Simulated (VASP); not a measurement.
The system is BN (kk07).

```
B N
1.0
     0.00000    1.78994    1.78994
     1.78994    0.00000    1.78994
     1.78994    1.78994    0.00000
B N
1 1
Cartesian
  0.0000 0.0000 0.0000
  0.8950 0.8950 0.8950
```

Base run:

```yaml
Program: VASP 6.6.1
Functional: LDA
Potentials_or_basis: VASP PAW LDA potentials, release 64 (B_h, N_h)
Cutoff: 910 eV
k_mesh: 10 × 10 × 10
Occupations: gaussian, width 0.1 eV
Spin: no spin polarisation
```

Its results: band gap on the k mesh 4.38 eV, indirect (least direct gap 8.83 eV); pressure 0.7 GPa.

Question: The run is repeated on the same cell with these changes: potentials or basis from VASP PAW LDA potentials, release 64 (B_h, N_h) to VASP PAW LDA potentials, release 64 (B, N); cutoff from 910 eV to 520 eV. What comes out?

Answer: Band gap on the k mesh 4.38 eV, indirect (least direct gap 8.82 eV); pressure 1.2 GPa.

Caveats: the cutoff is under 1.25 times the usual one of these potentials, so pressure, stress and relaxed cells hold a basis-set (Pulay) error (some runs).

A k mesh can miss the band edges.
